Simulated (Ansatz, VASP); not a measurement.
Given: the input of a run of VASP 6.6.1 on Te2Mo.

INCAR

```
SYSTEM = Te2Mo
PREC = Accurate ; ENCUT = 520
EDIFF = 1E-6 ; ISMEAR = -1
SIGMA = 0.05 ; LREAL = .False.
LASPH = .True. ; NELM = 80
ALGO = Normal ; ISIF = 2
LWAVE = .False. ; LCHARG = .False.
GGA = B5 ; ALDAX = 1.0
AGGAX = 1.0 ; AGGAC = 1.0
ALDAC = 0.0 ; NBANDS = 35
```

Contents of KPOINTS:

```
regular mesh
0
Gamma
  4 8 1
  0 0 0
```

Contents of POSCAR:

```
Te2Mo
1.0
    6.3189123666      0.0000000000      0.0000000000
    0.0000000000      3.4570439464      0.0000000000
   -0.0851657613      0.0000000000     35.9330919416
Te Mo
4 2
Direct
    0.4292511000      0.7500000000      0.5407035800
    0.5707489000      0.2500000000      0.4592964200
    0.9208478700      0.2500000000      0.5565273200
    0.0791521300      0.7500000000      0.4434726800
    0.1813475600      0.2500000000      0.4974653700
    0.8186524400      0.7500000000      0.5025346300
```

Potentials or basis: VASP PAW PBE potentials, release 64 (Te, Mo_sv).

Launch:

```sh
$ cat potpaw_PBE.64/Te/POTCAR potpaw_PBE.64/Mo_sv/POTCAR > POTCAR
$ mpirun -np 1 vasp_std > vasp.out
```

Translate it to Ansatz 0.2.0. Potentials there: Ansatz PAW.

As run (the cutoff follows the program's own potentials):

File input.yaml:

```yaml
crystal:
  lattice:
    - [6.3189123666, 0.0, 0.0]
    - [0.0, 3.4570439464, 0.0]
    - [-0.0851657613, 0.0, 35.9330919416]
  atoms:
    - { symbol: Te, position: [0.4292511, 0.75, 0.54070358] }
    - { symbol: Te, position: [0.5707489, 0.25, 0.45929642] }
    - { symbol: Te, position: [0.92084787, 0.25, 0.55652732] }
    - { symbol: Te, position: [0.07915213, 0.75, 0.44347268] }
    - { symbol: Mo, position: [0.18134756, 0.25, 0.49746537] }
    - { symbol: Mo, position: [0.81865244, 0.75, 0.50253463] }
hamiltonian:
  xc: blyp
  pseudopotentials: { kind: paw }
kpoints:
  mp_grid: { grid: [4, 8, 1] }
scf:
  occupations: { method: fermi_dirac, width: 0.05 }
output:
  forces: true
  stress: true
  eigenvalues: true
```

Potentials or basis: Ansatz PAW.

Run with:

```sh
$ ansatz run input.yaml --threads 2 --pin off --max-ram 5120MiB --backend cpu --events-out ev --progress --plain --runs-dir out
```

Both were run:

|  | VASP | Ansatz | Ansatz less VASP |
| --- | --- | --- | --- |
| gap on the k mesh at the Fermi level (eV) | none | none | - |
| rms of the force components (eV/Å) | 0.499 | 0.471 | -0.0285 |

VASP's potentials were made for PBE, not for BLYP. Atom by atom the forces differ by 0.029 eV/Å (rms over components). A gap of «none» marks a metal or a gap that the smearing closes. VASP's potentials hold 52 valence electrons a cell and Ansatz's 92, so a difference there can come from the potentials and not from the codes.

Neither program's run includes spin-orbit coupling.
